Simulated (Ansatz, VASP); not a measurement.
Bi: VASP beside Ansatz

```
Bi
1.0
     0.00000    2.51352    2.51352
     2.51352    0.00000    2.51352
     2.51352    2.51352    0.00000
Bi
1
Direct
  0.00000 0.00000 0.00000
```

Alike in both runs: functional PBE; k mesh 20 × 20 × 20; occupations gaussian, width 0.1 eV; no spin polarisation.

Ansatz relaxed the structure, and its values are those at the end. VASP's run is a single point on that final structure, the one shown.

|  | VASP | Ansatz |
| --- | --- | --- |
| version | VASP 6.6.1 | Ansatz 0.2.0 |
| potentials or method | VASP PAW PBE potentials, release 64 (Bi_d), cutoff 520 eV | scalar-relativistic, plane waves, PAW |
| valence electrons in the cell | 15 | 15 |

|  | VASP | Ansatz | Ansatz less VASP |
| --- | --- | --- | --- |
| gap on the k mesh at the Fermi level (eV) | none | none | - |
| pressure (GPa) | -0.1 | 0.0 | +0.08 |

A gap of «none» marks a metal or a gap that the smearing closes. The functional is the same, so the differences come from potentials, cutoffs and numerics.

Spin-orbit coupling is off throughout.
